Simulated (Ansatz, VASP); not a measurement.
# W3C2 in VASP and in Ansatz

```
W C
1.0
     1.15818   -2.53862    0.42056
    -5.68472   -3.74721    1.08172
     0.73506    1.44866   -7.62431
W C
6 4
Direct
  0.20368 0.47836 0.22288
  0.96960 0.10485 0.11989
  0.29632 0.02163 0.77713
  0.53049 0.39512 0.88011
  0.93185 0.98054 0.40788
  0.56814 0.51946 0.59212
  0.66212 0.83935 0.56799
  0.05907 0.29643 0.42732
  0.83783 0.66068 0.43200
  0.44089 0.20358 0.57267
```

Change from the starting cell: cell x2, atoms moved at random (sigma 0.05 Å) and cell strained at random (1.5 %), then relaxed without symmetry.

Alike in both runs: functional PBE; k mesh 6 × 4 × 4; occupations gaussian, width 0.2 eV; no spin polarisation.

Ansatz relaxed the structure, and its values are those at the end. VASP's run is a single point on that final structure, the one shown.

|  | VASP | Ansatz |
| --- | --- | --- |
| version | VASP 6.6.1 | Ansatz 0.2.0 |
| potentials or method | VASP PAW PBE potentials, release 64 (W_sv, C), cutoff 520 eV | scalar-relativistic, plane waves, PAW |
| valence electrons in the cell | 100 | 100 |

```csv
,VASP,Ansatz,Ansatz less VASP
gap on the k mesh at the Fermi level (eV),none,none,-
pressure (GPa),0.7,0.0,-0.67
rms of the force components (eV/Å),0.024,0.007,-0.0176
```

A gap of «none» marks a metal or a gap that the smearing closes. With one functional, cell and mesh, what is left measures potentials, basis and numerics.

The k mesh is coarse, so the values compare programs but aren't converged. Spin-orbit coupling is off throughout.
